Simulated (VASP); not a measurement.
A run of VASP 6.6.1 is set up as follows.

The input INCAR:

```
PREC = Accurate ; ENCUT = 520
EDIFF = 1E-6 ; ISMEAR = -1
SIGMA = 0.05 ; LREAL = False
LASPH = True ; NELM = 100
ALGO = Normal ; ISIF = 2
LWAVE = False ; LCHARG = True
GGA = PE ; ALDAC = 0.0
AGGAC = 0.0 ; LELF = True
LVHAR = True ; NBANDS = 26
```

File KPOINTS:

```
regular mesh
0
Gamma
  10 10 3
```

The input POSCAR:

```
SiC
1.0
    3.1790724579      0.0000000000      0.0000000000
   -1.5895362289      2.7531575090      0.0000000000
    0.0000000000      0.0000000000     10.4170127097
Si C
4 4
Direct
    0.0000000000      0.0000000000      0.1877979672
    0.0000000000      0.0000000000      0.6877979672
    0.3333333333      0.6666666667      0.4379101508
    0.6666666667      0.3333333333      0.9379101508
    0.0000000000      0.0000000000      0.0005076259
    0.0000000000      0.0000000000      0.5005076259
    0.3333333333      0.6666666667      0.2497832562
    0.6666666667      0.3333333333      0.7497832562
```

Potentials or basis: VASP PAW PBE potentials, release 64 (Si, C).

Run with:

```sh
$ cat potpaw_PBE.64/Si/POTCAR potpaw_PBE.64/C/POTCAR > POTCAR
$ mpirun -np 1 vasp_std > vasp.out
```

What does it give for the pressure?

0.3 GPa.

What does it give for the band gap on the k mesh?

2.49 eV, indirect (least direct gap 3.57 eV).

A k mesh can miss the band edges.
